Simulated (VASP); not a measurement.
# Sn in VASP: a series of runs

Runs on Sn. Level: LDA. Tasks: electric field gradients.

All numbers are computed with VASP 6.6.1; they aren't measurements. Logs are shortened: lines on timing, memory, paths and dates and some standing lists are left out, and cuts for length are marked.

### 1 The cell of the first run

It takes space group R-3m (No. 166, trigonal). Conventional cell: a = 4.567 Å, b = 4.567 Å, c = 11.356 Å, α = 90.00°, β = 90.00°, γ = 120.00°. Sn (site symmetry 3m) has 4 Sn at 2.80 to 2.84 Å within 3.7 Å.

### 2 Electric field gradients, LDA (equal xy, yz and zx shear strains of +1 %)

Contents of INCAR:

```
SYSTEM = Sn
ALGO = Normal ; EDIFF = 1E-8
ENCUT = 520 ; ISIF = 2
ISMEAR = -1 ; LASPH = .True.
LCHARG = .False. ; LEFG = .True.
LREAL = .False. ; LWAVE = .False.
NBANDS = 21 ; NELM = 100
PREC = Accurate ; SIGMA = 0.03
```

Contents of KPOINTS:

```
k-points
0
Gamma
  9 9 9
  0 0 0
```

Contents of POSCAR:

```
Sn
1.0
    0.0324560000      3.2618280000      3.2618280000
    3.2618280000      0.0324560000      3.2618280000
    3.2618280000      3.2618280000      0.0324560000
Sn
2
Direct
    0.5000000000      0.5000000000      0.5000000000
    0.7500000000      0.7500000000      0.7500000000
```

Potentials or basis: VASP PAW LDA potentials, release 64 (Sn_d).

On the command line:

```console
> cat potpaw_LDA.64/Sn_d/POTCAR > POTCAR
> mpirun -np 1 vasp_std > vasp.out
```

OUTCAR:

```text
SYSTEM = Sn
   EDIFF = 1E-8
   ENCUT = 520
   ISIF = 2
   ISMEAR = -1
   LASPH = .True.
   LREAL = .False.
   NELM = 100
   PREC = Accurate

 ion  position               nearest neighbor table
   1  0.500  0.500  0.500-   2 2.80   2 2.80   2 2.80   2 2.84
   2  0.750  0.750  0.750-   1 2.80   1 2.80   1 2.80   1 2.84

  LATTYP: Found a trigonal (rhomboedric) cell.
 ALAT       =     4.6130355727
 COS(alpha) =     0.5099250056

  Lattice vectors:

 A1 = (   0.0324560000,   3.2618280000,   3.2618280000)
 A2 = (   3.2618280000,   0.0324560000,   3.2618280000)
 A3 = (   3.2618280000,   3.2618280000,   0.0324560000)

Analysis of symmetry for initial positions (statically):
=====================================================================
 Subroutine PRICEL returns:
 Original cell was already a primitive cell.

 Routine SETGRP: Setting up the symmetry group for a
 trigonal (rhombohedral) supercell.

 Subroutine GETGRP returns: Found 12 space group operations
 (whereof  6 operations were pure point group operations)
 out of a pool of 12 trial point group operations.

The static configuration has the point symmetry C_3v.
 The point group associated with its full space group is D_3d.

Analysis of symmetry for dynamics (positions and initial velocities):
=====================================================================
 Subroutine PRICEL returns:
 Original cell was already a primitive cell.

 Routine SETGRP: Setting up the symmetry group for a
 trigonal (rhombohedral) supercell.

 Subroutine GETGRP returns: Found 12 space group operations
 (whereof  6 operations were pure point group operations)
 out of a pool of 12 trial point group operations.

The dynamic configuration has the point symmetry C_3v.
 The point group associated with its full space group is D_3d.

 Subroutine INISYM returns: Found 12 space group operations
 (whereof  6 operations are pure point group operations),
 and found     1 'primitive' translations

----------------------------------------------------------------------------------------

                                     Primitive cell

  volume of cell :      68.3727

  direct lattice vectors                    reciprocal lattice vectors
     0.032456000  3.261828000  3.261828000    -0.155595344  0.154062385  0.154062385
[... 122 lines left out ...]

 number of electron      28.0000003 magnetization

 Free energy of the ion-electron system (eV)
  ---------------------------------------------------
  ext. energy  EPLUGINS =         0.00000000
  ---------------------------------------------------
  free energy    TOTEN  =        -8.93439063 eV

  energy without entropy =       -8.93338467  energy(sigma->0) =       -8.93388765

 E-fermi :   5.2740     XC(G=0):  -9.1909

 val. band max:        5.2469674534   @ k =   0.4444   0.0000  -0.0000
 cond. band min:       5.3654722253   @ k =   0.4444   0.4444   0.4444
 fundamental gap:      0.1185047720
 Fermi energy:         5.2739743142

 k-point     1 :       0.0000    0.0000    0.0000
  band No.  band energies     occupation
      1     -16.2614      2.00000
      2     -16.2614      2.00000
      3     -16.2350      2.00000
      4     -16.1912      2.00000
      5     -16.1912      2.00000
      6     -15.8943      2.00000
[... 565 lines left out ...]
     20      15.1159      0.00000
     21      15.6024      0.00000

 [... further k-points ...]

------------------------ aborting loop because EDIFF is reached ----------------------------------------

  FORCE on cell =-STRESS in cart. coord.  units (eV):
  Direction    XX          YY          ZZ          XY          YZ          ZX
  --------------------------------------------------------------------------------------
  -------------------------------------------------------------------------------------
  Total       -0.1444482     -0.1444482     -0.1444482     -0.2010469     -0.2010469     -0.2010469
  in kB       -3.3848571     -3.3848571     -3.3848571     -4.7111350     -4.7111350     -4.7111350
  external PRESSURE =      -3.3848571 kB  Pullay stress =       0.0000000 kB

 VOLUME and BASIS-vectors are now :
 -----------------------------------------------------------------------------
  energy-cutoff  :      520.00
  volume of cell :       68.37
      direct lattice vectors                 reciprocal lattice vectors
     0.032456000  3.261828000  3.261828000    -0.155595344  0.154062385  0.154062385
     3.261828000  0.032456000  3.261828000     0.154062385 -0.155595344  0.154062385
     3.261828000  3.261828000  0.032456000     0.154062385  0.154062385 -0.155595344

 POSITION                                       TOTAL-FORCE (eV/Angst)
 -----------------------------------------------------------------------------------
      3.27806      3.27806      3.27806         0.084092      0.084092      0.084092
      4.91708      4.91708      4.91708        -0.084092     -0.084092     -0.084092
 -----------------------------------------------------------------------------------
    total drift:                                0.000000      0.000000      0.000000

  FREE ENERGIE OF THE ION-ELECTRON SYSTEM (eV)
  ---------------------------------------------------
  free  energy   TOTEN  =        -8.9343906251 eV

  energy  without entropy=       -8.9333846651  energy(sigma->0) =       -8.93388765

 Electric field gradients (V/A^2)
---------------------------------------------------------------------
 ion       V_xx      V_yy      V_zz      V_xy      V_xz      V_yz
---------------------------------------------------------------------
   1      -0.000     0.000     0.000     7.496     7.496     7.496
   2      -0.000     0.000     0.000     7.496     7.496     7.496
---------------------------------------------------------------------

 Electric field gradients after diagonalization (V/A^2)
 (convention: |V_zz| > |V_xx| > |V_yy|)
----------------------------------------------------------------------
 ion       V_xx      V_yy      V_zz     asymmetry (V_yy - V_xx)/ V_zz
----------------------------------------------------------------------
   1      -7.496    -7.496    14.993       0.000
   2      -7.496    -7.496    14.993       0.000
----------------------------------------------------------------------

           NMR quadrupolar parameters

 Cq : quadrupolar parameter    Cq=e*Q*V_zz/h
 eta: asymmetry parameters     (V_yy - V_xx)/ V_zz
 Q  : nuclear electric quadrupole moment in mb (millibarn)
----------------------------------------------------------------------
 ion       Cq(MHz)       eta       Q (mb)
----------------------------------------------------------------------
   1       0.036       0.000       1.000
   2       0.036       0.000       1.000
----------------------------------------------------------------------
```

OSZICAR:

```text
N       E                     dE             d eps       ncg     rms          rms(c)
DAV:   1     0.230947243071E+03    0.23095E+03   -0.14894E+04  3600   0.196E+03
DAV:   2     0.169915807192E+02   -0.21396E+03   -0.20953E+03  3580   0.449E+02
DAV:   3    -0.819278585227E+01   -0.25184E+02   -0.25036E+02  4185   0.142E+02
DAV:   4    -0.903249111207E+01   -0.83971E+00   -0.83938E+00  4050   0.295E+01
DAV:   5    -0.906135787232E+01   -0.28867E-01   -0.28866E-01  5153   0.533E+00    0.330E+00
DAV:   6    -0.897588573793E+01    0.85472E-01   -0.39630E-02  4605   0.216E+00    0.186E+00
DAV:   7    -0.893373264599E+01    0.42153E-01   -0.60247E-02  3775   0.214E+00    0.145E-01
DAV:   8    -0.893429826167E+01   -0.56562E-03   -0.54877E-03  4175   0.802E-01    0.547E-02
DAV:   9    -0.893438954967E+01   -0.91288E-04   -0.17981E-04  4646   0.963E-02    0.157E-02
DAV:  10    -0.893439018128E+01   -0.63161E-06   -0.13706E-05  4618   0.382E-02    0.378E-03
DAV:  11    -0.893439062875E+01   -0.44747E-06   -0.14312E-06  4189   0.763E-03    0.174E-03
DAV:  12    -0.893439062321E+01    0.55375E-08   -0.11097E-07  4382   0.229E-03    0.491E-04
DAV:  13    -0.893439062511E+01   -0.19054E-08   -0.12494E-08  3253   0.106E-03
   1 F= -.89343906E+01 E0= -.89338876E+01  d E =-.100596E-02
```

Wall time 62 s (1 thread of Intel Xeon Platinum 8488C (Sapphire Rapids), shared host); peak memory 0.22 GiB.

Results:

- Free energy: -8.9344 eV
- Pressure: -0.3 GPa
- Largest force: 0.146 eV/Å
- Band gap on the k mesh: zero (bands 14 and 15 overlap by 0.21 eV)
- Largest electric field gradient by atom: Sn +15.0 V/Å²

Forces in eV/Å, atoms in the order of the input:
```
Sn   0.084  0.084  0.084
Sn  -0.084 -0.084 -0.084
```

Electric field gradients, principal values (V/Å²):
```tsv
atom	least	middle	greatest (by size)
1 Sn	-7.496	-7.496	14.993
2 Sn	-7.496	-7.496	14.993
```

Caveat: the cell differs from its parent crystal (equal xy, yz and zx shear strains of +1 %); without QUAD_EFG the Cq values of the log hold for a quadrupole moment of 1 mb, not for the nuclei; spin-orbit coupling is left out, which moves the levels of the heavy elements.

### 3 Electric field gradients, LDA (32.82 Å³/atom)

This run uses another cell than the first one, of 32.82 Å³/atom.

Contents of INCAR:

```
SYSTEM = Sn
PREC = Accurate
ENCUT = 520
EDIFF = 1E-8
ISMEAR = -1
SIGMA = 0.03
LREAL = .FALSE.
LASPH = .TRUE.
NELM = 100
ALGO = Normal
ISIF = 2
LWAVE = .FALSE.
LCHARG = .FALSE.
GGA = CA
LEFG = .TRUE.
NBANDS = 21
```

Contents of KPOINTS:

```
Automatic mesh
0
G
  9 9 9
  0 0 0
```

Contents of POSCAR:

```
Sn
1.0
    0.0000000000      3.2017351634      3.2017351634
    3.2017351634      0.0000000000      3.2017351634
    3.2017351634      3.2017351634      0.0000000000
Sn
2
Direct
    0.5000000000      0.5000000000      0.5000000000
    0.7500000000      0.7500000000      0.7500000000
```

Potentials or basis: VASP PAW LDA potentials, release 64 (Sn_d).

On the command line:

```console
> cat potpaw_LDA.64/Sn_d/POTCAR > POTCAR
> mpirun -np 1 vasp_std > vasp.out
```

OUTCAR:

```text
SYSTEM = Sn
   PREC = Accurate
   ENCUT = 520
   EDIFF = 1E-8
   ISMEAR = -1
   LREAL = .FALSE.
   LASPH = .TRUE.
   NELM = 100
   ISIF = 2
   GGA = CA

 ion  position               nearest neighbor table
   1  0.500  0.500  0.500-   2 2.77   2 2.77   2 2.77   2 2.77
   2  0.750  0.750  0.750-   1 2.77   1 2.77   1 2.77   1 2.77

  LATTYP: Found a face centered cubic cell.
 ALAT       =     6.4034703268

  Lattice vectors:

 A1 = (   0.0000000000,   3.2017351634,   3.2017351634)
 A2 = (   3.2017351634,   0.0000000000,   3.2017351634)
[... 790 lines left out ...]
  ---------------------------------------------------
  free  energy   TOTEN  =        -8.9266989832 eV

  energy  without entropy=       -8.9261701381  energy(sigma->0) =       -8.92643456

 Electric field gradients (V/A^2)
---------------------------------------------------------------------
 ion       V_xx      V_yy      V_zz      V_xy      V_xz      V_yz
---------------------------------------------------------------------
   1       0.000    -0.000     0.000    -0.001    -0.001    -0.001
   2       0.000    -0.000     0.000    -0.001    -0.001    -0.001
---------------------------------------------------------------------

 Electric field gradients after diagonalization (V/A^2)
 (convention: |V_zz| > |V_xx| > |V_yy|)
----------------------------------------------------------------------
 ion       V_xx      V_yy      V_zz     asymmetry (V_yy - V_xx)/ V_zz
----------------------------------------------------------------------
   1       0.001     0.001    -0.003       0.000
   2       0.001     0.001    -0.003       0.000
----------------------------------------------------------------------

           NMR quadrupolar parameters

 Cq : quadrupolar parameter    Cq=e*Q*V_zz/h
 eta: asymmetry parameters     (V_yy - V_xx)/ V_zz
 Q  : nuclear electric quadrupole moment in mb (millibarn)
----------------------------------------------------------------------
 ion       Cq(MHz)       eta       Q (mb)
----------------------------------------------------------------------
   1      -0.000       0.000       1.000
   2      -0.000       0.000       1.000
----------------------------------------------------------------------
```

stdout:

```text
POSCAR found type information on POSCAR Sn
 POSCAR found :  1 types and       2 ions
 scaLAPACK will be used
 LDA part: xc-table for (Slater(with rela. corr.)+CA(PZ))
 , standard interpolation
 POSCAR, INCAR and KPOINTS ok, starting setup
 FFT: planning ... GRIDC
 FFT: planning ... GRID_SOFT
 FFT: planning ... GRID
 WAVECAR not read
 entering main loop
ion   1

ion   2
```

Run time: 79 s. Hardware: 1 thread of Intel Xeon 8259CL, shared host; peak memory 0.19 GiB.

What came out:

```
Free energy                             : -8.9267 eV
Pressure                                : 1.6 GPa
Band gap on the k mesh                  : zero (bands 14 and 15 overlap by 0.09 eV)
Largest electric field gradient by atom : zero within the noise of the run
```

Levels at points of the mesh, in eV from the Fermi level:
```
           k point  band 12  band 13  band 14  band 15  band 16  band 17
(0.00, 0.00, 0.00)    -0.48     0.12     0.12     0.12     2.18     2.18
```

Caveat: spin-orbit coupling is left out, which moves the levels of the heavy elements.

### 4 Electric field gradients, LDA (32.82 Å³/atom)

This run uses another cell than the first one, of 32.82 Å³/atom.

Contents of INCAR:

```
ALGO = Normal
EDIFF = 1E-8
ENCUT = 520
GGA = CA
ISIF = 2
ISMEAR = -1
LASPH = T
LCHARG = F
LEFG = T
LREAL = F
LWAVE = F
NBANDS = 21
NELM = 100
PREC = Accurate
SIGMA = 0.03
```

Contents of KPOINTS:

```
k-points
0
Gamma
  9 9 9
```

POSCAR is that of step 3.

Potentials or basis: VASP PAW LDA potentials, release 64 (Sn_d).

On the command line:

```console
> cat potpaw_LDA.64/Sn_d/POTCAR > POTCAR
> mpirun -np 1 vasp_std > vasp.out
```

OUTCAR:

```text
EDIFF = 1E-8
   ENCUT = 520
   GGA = CA
   ISIF = 2
   ISMEAR = -1
   LASPH = T
   LREAL = F
   NELM = 100
   PREC = Accurate

 ion  position               nearest neighbor table
   1  0.500  0.500  0.500-   2 2.77   2 2.77   2 2.77   2 2.77
   2  0.750  0.750  0.750-   1 2.77   1 2.77   1 2.77   1 2.77

  LATTYP: Found a face centered cubic cell.
 ALAT       =     6.4034703268

  Lattice vectors:

 A1 = (   0.0000000000,   3.2017351634,   3.2017351634)
 A2 = (   3.2017351634,   0.0000000000,   3.2017351634)
 A3 = (   3.2017351634,   3.2017351634,   0.0000000000)

Analysis of symmetry for initial positions (statically):
=====================================================================
 Subroutine PRICEL returns:
 Original cell was already a primitive cell.

 Routine SETGRP: Setting up the symmetry group for a
 face centered cubic supercell.

 Subroutine GETGRP returns: Found 48 space group operations
[... 765 lines left out ...]
  volume of cell :       65.64
      direct lattice vectors                 reciprocal lattice vectors
     0.000000000  3.201735163  3.201735163    -0.156165321  0.156165321  0.156165321
     3.201735163  0.000000000  3.201735163     0.156165321 -0.156165321  0.156165321
     3.201735163  3.201735163  0.000000000     0.156165321  0.156165321 -0.156165321

 POSITION                                       TOTAL-FORCE (eV/Angst)
 -----------------------------------------------------------------------------------
      3.20174      3.20174      3.20174        -0.000000     -0.000000     -0.000000
      4.80260      4.80260      4.80260         0.000000      0.000000      0.000000
 -----------------------------------------------------------------------------------
    total drift:                                0.000000      0.000000      0.000000

  FREE ENERGIE OF THE ION-ELECTRON SYSTEM (eV)
  ---------------------------------------------------
  free  energy   TOTEN  =        -8.9266989832 eV

  energy  without entropy=       -8.9261701381  energy(sigma->0) =       -8.92643456

 Electric field gradients (V/A^2)
---------------------------------------------------------------------
 ion       V_xx      V_yy      V_zz      V_xy      V_xz      V_yz
---------------------------------------------------------------------
   1       0.000    -0.000     0.000    -0.001    -0.001    -0.001
   2       0.000    -0.000     0.000    -0.001    -0.001    -0.001
---------------------------------------------------------------------

 Electric field gradients after diagonalization (V/A^2)
 (convention: |V_zz| > |V_xx| > |V_yy|)
----------------------------------------------------------------------
 ion       V_xx      V_yy      V_zz     asymmetry (V_yy - V_xx)/ V_zz
----------------------------------------------------------------------
   1       0.001     0.001    -0.003       0.000
   2       0.001     0.001    -0.003       0.000
----------------------------------------------------------------------

           NMR quadrupolar parameters

 Cq : quadrupolar parameter    Cq=e*Q*V_zz/h
 eta: asymmetry parameters     (V_yy - V_xx)/ V_zz
 Q  : nuclear electric quadrupole moment in mb (millibarn)
----------------------------------------------------------------------
 ion       Cq(MHz)       eta       Q (mb)
----------------------------------------------------------------------
   1      -0.000       0.000       1.000
   2      -0.000       0.000       1.000
----------------------------------------------------------------------
```

OSZICAR:

```text
N       E                     dE             d eps       ncg     rms          rms(c)
DAV:   1     0.231735263959E+03    0.23174E+03   -0.14918E+04  1475   0.199E+03
DAV:   2     0.168021753011E+02   -0.21493E+03   -0.21054E+03  1475   0.452E+02
DAV:   3    -0.821929221547E+01   -0.25021E+02   -0.24908E+02  1750   0.143E+02
DAV:   4    -0.903967687587E+01   -0.82038E+00   -0.82003E+00  1660   0.293E+01
DAV:   5    -0.906795841717E+01   -0.28282E-01   -0.28281E-01  2126   0.532E+00    0.350E+00
DAV:   6    -0.897267025832E+01    0.95288E-01   -0.40808E-02  1891   0.215E+00    0.197E+00
DAV:   7    -0.892595704205E+01    0.46713E-01   -0.66447E-02  1570   0.223E+00    0.150E-01
DAV:   8    -0.892661949449E+01   -0.66245E-03   -0.59661E-03  1700   0.832E-01    0.535E-02
DAV:   9    -0.892669861144E+01   -0.79117E-04   -0.19049E-04  1891   0.105E-01    0.154E-02
DAV:  10    -0.892669872000E+01   -0.10856E-06   -0.13022E-05  1950   0.341E-02    0.388E-03
DAV:  11    -0.892669898453E+01   -0.26454E-06   -0.11242E-06  1778   0.682E-03    0.147E-03
DAV:  12    -0.892669898317E+01    0.13642E-08   -0.53161E-08  1683   0.155E-03
   1 F= -.89266990E+01 E0= -.89264346E+01  d E =-.528845E-03
```

It took 75 s on 1 thread of Intel Xeon 8259CL, shared host; peak memory 0.19 GiB.

What came out:

```
Free energy                             : -8.9267 eV
Pressure                                : 1.6 GPa
Band gap on the k mesh                  : zero (bands 14 and 15 overlap by 0.09 eV)
Largest electric field gradient by atom : zero within the noise of the run
```

Caveat: spin-orbit coupling is left out, which moves the levels of the heavy elements.
